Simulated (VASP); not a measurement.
Wanted: the native input for a VASP 6.6.1 run.

| Item | Value |
| --- | --- |
| Task | single point |
| Functional | LDA |
| Potentials or basis | VASP PAW LDA potentials, release 64 (Y_sv, Zr_sv) |
| Cutoff | 520 eV |
| k mesh | 18 × 18 × 10 |
| Occupations | gaussian, width 0.15 eV |
| Spin | no spin polarisation |
| Dipole correction | no |
| Further INCAR settings | ALGO = Normal; EDIFF = 1e-06; NBANDS = 18 |

The structure of YZr lies in POSCAR:

```
YZr
1.0
    3.4235833799      0.0000000000      0.0000000000
   -1.7117916900      2.9649101790      0.0000000000
    0.0000000000      0.0000000000      5.8077810250
Y Zr
1 1
Direct
    0.6666666667      0.3333333333      0.5000000000
    0.3333333333      0.6666666667      0.0000000000
```

This cell differs from its parent crystal: strain +0.0750 x Voigt [0, 0, 1, 0, 0, 0].

One way to write it, as run:

INCAR

```
ALGO = Normal ; EDIFF = 1E-6
ENCUT = 520 ; GGA = CA
ISIF = 2 ; ISMEAR = 0
LASPH = True ; LCHARG = False
LREAL = False ; LWAVE = False
NBANDS = 18 ; NELM = 100
PREC = Accurate ; SIGMA = 0.15
```

KPOINTS

```
k-points
0
Gamma
  18 18 10
```

Potentials or basis: VASP PAW LDA potentials, release 64 (Y_sv, Zr_sv).

Launch:

```sh
$ cat potpaw_LDA.64/Y_sv/POTCAR potpaw_LDA.64/Zr_sv/POTCAR > POTCAR
$ mpirun -np 1 vasp_std > vasp.out
```

It gave:

```json
{"Pressure": "-8.7 GPa", "Band gap on the k mesh": "zero (an odd number of electrons rules out a gap without spin polarisation)"}
```

Caveat: the cell differs from its parent crystal (strain +0.0750 x Voigt [0, 0, 1, 0, 0, 0]); the cell stands under tension.

It took 3 min on 1 thread of Intel(R) Xeon(R) Platinum 8488C (Sapphire Rapids), with other jobs on the host, peak memory 0.39 GiB.
